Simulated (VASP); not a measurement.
Pd:

```xyz
2
Lattice="-2.4181 2.4181 1.3191 2.4181 -2.4181 1.3191 2.4181 2.4181 -1.3191" Properties=species:S:1:pos:R:3 pbc="T T T"
Pd    0.0000    0.0000    0.0000
Pd    0.0000    2.4181    0.6596
```

```yaml
Program: VASP 6.6.1
Task: relaxation of cell and atoms
Functional: PBE
Potentials_or_basis: VASP PAW PBE potentials, release 64 (Pd)
Cutoff: 600 eV
k_mesh: 8 × 8 × 8
Occupations: gaussian, width 0.1 eV
Spin: no spin polarisation
```

At the start: pressure 15.6 GPa; volume 15.43 Å³/atom.

How do energy, volume and symmetry change on relaxing?

Over 6 steps the energy falls by 64.8 meV/atom and the volume is 16.84 Å³/atom (+9.2 %); space group I4_1/amd (No. 141, to 0.05 Å).

Step by step:
```
step  energy change (eV)  largest force (eV/Å)  pressure (GPa)  volume (Å³)
   1              0.0000                0.0000           15.63        30.85
   2              0.0521                0.0000          -11.73        38.07
   3             -0.1291                0.0000           -0.38        33.83
   4             -0.1292                0.0000           -0.11        33.76
   5             -0.1291                0.0000            0.14        33.70
   6             -0.1296                0.0000            0.15        33.69
```

Final structure:
```
Pd
1.0
    -2.49939    2.49939    1.34818
     2.49939   -2.49939    1.34818
     2.49939    2.49939   -1.34818
Pd
2
Direct
  0.00000 0.00000 0.00000
  0.75000 0.25000 0.50000
```
